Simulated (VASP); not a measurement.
# AlN (F-43m) in VASP: further runs

Runs on AlN. Level: PBE. Tasks: single point, relaxation of cell and atoms.

All numbers are computed with VASP 6.6.1; they aren't measurements. Logs are shortened: lines on timing, memory, paths and dates and some standing lists are left out, and cuts for length are marked.

### 1 The cell of the first run

It takes space group F-43m (No. 216, cubic). Conventional cell: a = 4.406 Å, b = 4.406 Å, c = 4.406 Å, α = 90.00°, β = 90.00°, γ = 90.00°. Within 2.5 Å of Al (site symmetry -43m) lie 4 N at 1.91 Å. N (site symmetry -43m) has 4 Al at 1.91 Å within 2.5 Å.

### 2 Single point, PBE

INCAR reads:

```
PREC = Accurate ; ENCUT = 520
EDIFF = 1E-6 ; ISMEAR = 0
SIGMA = 0.1 ; LREAL = False
LASPH = True ; NELM = 80
ALGO = Normal ; ISIF = 2
LWAVE = False ; LCHARG = True
GGA = PE ; LELF = True
LVHAR = True ; NBANDS = 11
```

KPOINTS reads:

```
Automatic mesh
0
Gamma
  8 8 8
```

POSCAR reads:

```
AlN
1.0
    0.0000000000      2.2032214544      2.2032214544
    2.2032214544      0.0000000000      2.2032214544
    2.2032214544      2.2032214544      0.0000000000
Al N
1 1
Direct
    0.0000000000      0.0000000000      0.0000000000
    0.7500000000      0.7500000000      0.7500000000
```

Potentials or basis: VASP PAW PBE potentials, release 64 (Al, N).

On the command line:

```bash
cat potpaw_PBE.64/Al/POTCAR potpaw_PBE.64/N/POTCAR > POTCAR
mpirun -np 1 vasp_std > vasp.out
```

OUTCAR:

```text
PREC = Accurate
   ENCUT = 520
   EDIFF = 1E-6
   ISMEAR = 0
   LREAL = False
   LASPH = True
   NELM = 80
   ISIF = 2
   GGA = PE

 ion  position               nearest neighbor table
   1  0.000  0.000  0.000-   2 1.91   2 1.91   2 1.91   2 1.91
   2  0.750  0.750  0.750-   1 1.91   1 1.91   1 1.91   1 1.91

  LATTYP: Found a face centered cubic cell.
 ALAT       =     4.4064429088

  Lattice vectors:

 A1 = (   0.0000000000,   2.2032214544,   2.2032214544)
 A2 = (   2.2032214544,   0.0000000000,   2.2032214544)
 A3 = (   2.2032214544,   2.2032214544,   0.0000000000)

Analysis of symmetry for initial positions (statically):
=====================================================================
 Subroutine PRICEL returns:
 Original cell was already a primitive cell.

 Routine SETGRP: Setting up the symmetry group for a
 face centered cubic supercell.

 Subroutine GETGRP returns: Found 24 space group operations
 (whereof 24 operations were pure point group operations)
 out of a pool of 48 trial point group operations.

The static configuration has the point symmetry T_d .

Analysis of symmetry for dynamics (positions and initial velocities):
=====================================================================
 Subroutine PRICEL returns:
 Original cell was already a primitive cell.

 Routine SETGRP: Setting up the symmetry group for a
 face centered cubic supercell.

 Subroutine GETGRP returns: Found 24 space group operations
 (whereof 24 operations were pure point group operations)
 out of a pool of 48 trial point group operations.

The dynamic configuration has the point symmetry T_d .

 Subroutine INISYM returns: Found 24 space group operations
 (whereof 24 operations are pure point group operations),
 and found     1 'primitive' translations

----------------------------------------------------------------------------------------

                                     Primitive cell

  volume of cell :      21.3897

  direct lattice vectors                    reciprocal lattice vectors
     0.000000000  2.203221454  2.203221454    -0.226940419  0.226940419  0.226940419
     2.203221454  0.000000000  2.203221454     0.226940419 -0.226940419  0.226940419
     2.203221454  2.203221454  0.000000000     0.226940419  0.226940419 -0.226940419

  length of vectors
     3.115825662  3.115825662  3.115825662     0.393072336  0.393072336  0.393072336

  position of ions in fractional coordinates (direct lattice)
     0.000000000  0.000000000  0.000000000
[... 85 lines left out ...]
   ISYM   =      2    0-nonsym 1-usesym 2-fastsym
   POTIM  = 0.5000    time-step for ionic-motion
   TEBEG  =    0.0;   TEEND  =   0.0 temperature during run
   PSTRESS=    0.0 pullay stress
   NELECT =       8.0000    total number of electrons
   NUPDOWN=      -1.0000    fix difference up-down
   EMIN   =  10.00;   EMAX   =-10.00  energy-range for DOS
   EFERMI =   0.00;   METHOD = LEGACY
   ISMEAR =     0;   SIGMA  =   0.10  broadening in eV -4-tet -1-fermi 0-gaus
   EFERMI_NEDOS =   21; number of points for ismear=-14 and -15
   IALGO  =     38    algorithm
   IMIX   =      4    mixing-type and parameters
     AMIX     =   0.40;   BMIX     =  1.00
     AMIX_MAG =   1.60;   BMIX_MAG =  1.00
  volume/ion in A,a.u.               =      10.69        72.17
  Fermi-wavevector in a.u.,A,eV,Ry     =   1.179515  2.228960 18.929171  1.391255
  Thomas-Fermi vector in A             =   2.315824
   LORBIT       =      0    0 simple, 1 ext, 2 COOP (PROOUT), +10 PAW based schemes
   GGA     = PE    functional components
   LHFCALC =     F    Hartree Fock is set to
   AEXX    =    0.0000 exact exchange contribution
   IVDW    =     0    specifies the selected vdW correction
   LEPSILON=     F    determine dielectric tensor
   LRPA    =     F    only Hartree local field effects (RPA)
 non-spin polarized calculation
 Gauss-broadening in eV      SIGMA  =   0.10
  energy-cutoff  :      520.00
  volume of cell :       21.39
 maximum number of plane-waves:       588
   NGX = 11   NGY = 11   NGZ = 11

 number of electron       8.0000001 magnetization

 Free energy of the ion-electron system (eV)
  ---------------------------------------------------
  ext. energy  EPLUGINS =         0.00000000
  ---------------------------------------------------
  free energy    TOTEN  =       -14.84719541 eV

  energy without entropy =      -14.84719541  energy(sigma->0) =      -14.84719541

 E-fermi :   6.2385     XC(G=0): -10.8194

 val. band max:        5.7247291635   @ k =   0.0000   0.0000   0.0000
 cond. band min:       9.0282716090   @ k =   0.5000   0.5000   0.0000
 fundamental gap:      3.3035424455
 Fermi energy:         6.2384512508

 k-point     1 :       0.0000    0.0000    0.0000
  band No.  band energies     occupation
      1      -9.1052      2.00000
      2       5.7247      2.00000
      3       5.7247      2.00000
      4       5.7247      2.00000
      5       9.6896      0.00000
      6      18.0265      0.00000
      7      18.0265      0.00000
      8      18.0265      0.00000
      9      23.2034      0.00000
     10      23.2034      0.00000
     11      24.5547      0.00000
[... 309 lines left out ...]
 k-point    24 :      -0.3750    0.2500    0.1250
  band No.  band energies     occupation
      1      -6.8263      2.00000
      2       0.6781      2.00000
      3       3.5333      2.00000
      4       4.6250      2.00000
      5      12.7411      0.00000
      6      14.7443      0.00000
      7      17.6336      0.00000
      8      18.1817      0.00000
      9      22.5654      0.00000
     10      24.2033      0.00000
     11      27.3942      0.00000

 [... further k-points ...]

------------------------ aborting loop because EDIFF is reached ----------------------------------------

  FORCE on cell =-STRESS in cart. coord.  units (eV):
  Direction    XX          YY          ZZ          XY          YZ          ZX
  --------------------------------------------------------------------------------------
  -------------------------------------------------------------------------------------
  Total       -0.0948257     -0.0948257     -0.0948257      0.0000000     -0.0000000      0.0000000
  in kB       -7.1028429     -7.1028429     -7.1028429      0.0000000     -0.0000000      0.0000000
  external PRESSURE =      -7.1028429 kB  Pullay stress =       0.0000000 kB

 VOLUME and BASIS-vectors are now :
 -----------------------------------------------------------------------------
  energy-cutoff  :      520.00
  volume of cell :       21.39
      direct lattice vectors                 reciprocal lattice vectors
     0.000000000  2.203221454  2.203221454    -0.226940419  0.226940419  0.226940419
     2.203221454  0.000000000  2.203221454     0.226940419 -0.226940419  0.226940419
     2.203221454  2.203221454  0.000000000     0.226940419  0.226940419 -0.226940419

 POSITION                                       TOTAL-FORCE (eV/Angst)
 -----------------------------------------------------------------------------------
      0.00000      0.00000      0.00000        -0.000000     -0.000000     -0.000000
      3.30483      3.30483      3.30483         0.000000      0.000000      0.000000
 -----------------------------------------------------------------------------------
    total drift:                               -0.000000     -0.000000     -0.000000

  FREE ENERGIE OF THE ION-ELECTRON SYSTEM (eV)
  ---------------------------------------------------
  free  energy   TOTEN  =       -14.8471954115 eV

  energy  without entropy=      -14.8471954115  energy(sigma->0) =      -14.84719541
```

stdout:

```text
POSCAR found type information on POSCAR AlN
 POSCAR found :  2 types and       2 ions
 scaLAPACK will be used
 LDA part: xc-table for (Slater+PW92), standard interpolation
 POSCAR, INCAR and KPOINTS ok, starting setup
 FFT: planning ... GRIDC
 FFT: planning ... GRID_SOFT
 FFT: planning ... GRID
 WAVECAR not read
 entering main loop
```

Run time: 7.1 s. Hardware: 1 thread of AMD EPYC 7R13 (Zen 3), shared host; peak memory 0.1 GiB.

Results:

```yaml
Free_energy: -14.8472 eV
Pressure: -0.7 GPa
Band_gap_on_the_k_mesh: 3.30 eV, indirect (least direct gap 3.96 eV)
```

Levels at points of the mesh, in eV from the valence-band top:
```
           k point  band 2  band 3  band 4  band 5  band 6  band 7
(0.00, 0.00, 0.00)    0.00    0.00    0.00    3.96   12.30   12.30
(0.50, 0.00, 0.00)   -5.74   -0.48   -0.48    7.14    9.69   10.98
(0.50, 0.50, 0.00)   -4.82   -1.75   -1.75    3.30    8.45   13.61
```

### 3 Relaxation of cell and atoms, PBE

This run uses another cell than the first one, of 15.22 Å³/atom, 1.423 times its volume.

INCAR reads:

```
SYSTEM = AlN
ALGO = Normal
EDIFF = 1E-7
EDIFFG = -0.05
ENCUT = 600
GGA = PE
IBRION = 2
ISIF = 3
ISMEAR = 0
LASPH = .TRUE.
LCHARG = .FALSE.
LREAL = .FALSE.
LWAVE = .FALSE.
NELM = 80
NSW = 80
PREC = Accurate
SIGMA = 0.1
```

KPOINTS reads:

```
k-points
0
G
  8 8 8
  0 0 0
```

POSCAR reads:

```
AlN
1.0
    0.0000000000      2.4779940542      2.4779940542
    2.4779940542      0.0000000000      2.4779940542
    2.4779940542      2.4779940542      0.0000000000
Al N
1 1
Direct
    0.0000000000      0.0000000000      0.0000000000
    0.7500000000      0.7500000000      0.7500000000
```

Potentials or basis: VASP PAW PBE potentials, release 64 (Al, N).

On the command line:

```bash
cat potpaw_PBE.64/Al/POTCAR potpaw_PBE.64/N/POTCAR > POTCAR
mpirun -np 1 vasp_std > vasp.out
```

Wall time 19 s (1 thread of AMD EPYC 7R13 (Zen 3), shared host); peak memory 0.13 GiB.

It converged, with:

| Property | Result |
| --- | --- |
| Free energy | -14.8592 eV |
| Relaxed volume | 10.68 Å³/atom |
| Relaxed cell | a = 3.114 Å, b = 3.114 Å, c = 3.114 Å, α = 60.00°, β = 60.00°, γ = 60.00° |
| Space group after relaxing (to 0.05 Å) | F-43m (No. 216) |
| Energy gained by relaxing | 647.4 meV/atom |
| Ionic steps | 3 |
| Pressure after relaxing | -0.4 GPa |
| Band gap on the k mesh | 3.31 eV, indirect (least direct gap 3.98 eV) |

Step by step:
```
step  energy change (eV)  largest force (eV/Å)  pressure (GPa)  volume (Å³)
   1              0.0000                0.0000          -33.44        30.43
   2             -1.0062                0.0000           36.72        18.48
   3             -1.2948                0.0000           -0.40        21.35
```

Final structure:
```yaml
crystal:
  lattice:
    - [0.00000, 2.20193, 2.20193]
    - [2.20193, 0.00000, 2.20193]
    - [2.20193, 2.20193, 0.00000]
  atoms:
    - { symbol: Al, position: [0.00000, 0.00000, 0.00000] }
    - { symbol: N, position: [0.75000, 0.75000, 0.75000] }
```

Levels at points of the mesh, in eV from the valence-band top:
```csv
k point,band 1,band 2,band 3,band 4,band 5,band 6,band 7,band 8
"(0.00, 0.00, 0.00)",-14.84,0.00,0.00,0.00,3.98,12.32,12.32,12.32
"(0.50, 0.00, 0.00)",-12.86,-5.75,-0.48,-0.48,7.16,9.70,10.99,10.99
"(0.50, 0.50, 0.00)",-12.25,-4.83,-1.75,-1.75,3.31,8.46,13.63,15.43
```

Caveat: the volume moved by over 15 % at a fixed basis, so the end points are rough. A k mesh can miss the band edges.
